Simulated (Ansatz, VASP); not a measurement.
Al2H in VASP and in Ansatz

```
Al H
1.0
    -1.92689    1.92689    3.20676
     1.92689   -1.92689    3.20676
     1.92689    1.92689   -3.20676
Al H
2 1
Direct
  0.73214 0.73214 0.00000
  0.26786 0.26786 0.00000
  0.00000 0.00000 0.00000
```

Alike in both runs: functional PBE; k mesh 6 × 6 × 6; occupations gaussian, width 0.1 eV; no spin polarisation.

Ansatz relaxed the structure, and its values are those at the end. VASP's run is a single point on that final structure, the one shown.

|  | VASP | Ansatz |
| --- | --- | --- |
| version | VASP 6.6.1 | Ansatz 0.2.0 |
| potentials or method | VASP PAW PBE potentials, release 64 (Al, H), cutoff 520 eV | scalar-relativistic, plane waves, PAW |
| valence electrons in the cell | 7 | 7 |

|  | VASP | Ansatz | Ansatz less VASP |
| --- | --- | --- | --- |
| gap on the k mesh at the Fermi level (eV) | none | none | - |
| pressure (GPa) | -0.1 | -0.1 | +0.06 |

A gap of «none» marks a metal or a gap that the smearing closes. With one functional, cell and mesh, what is left measures potentials, basis and numerics.

The k mesh is coarse, so the values compare programs but aren't converged.
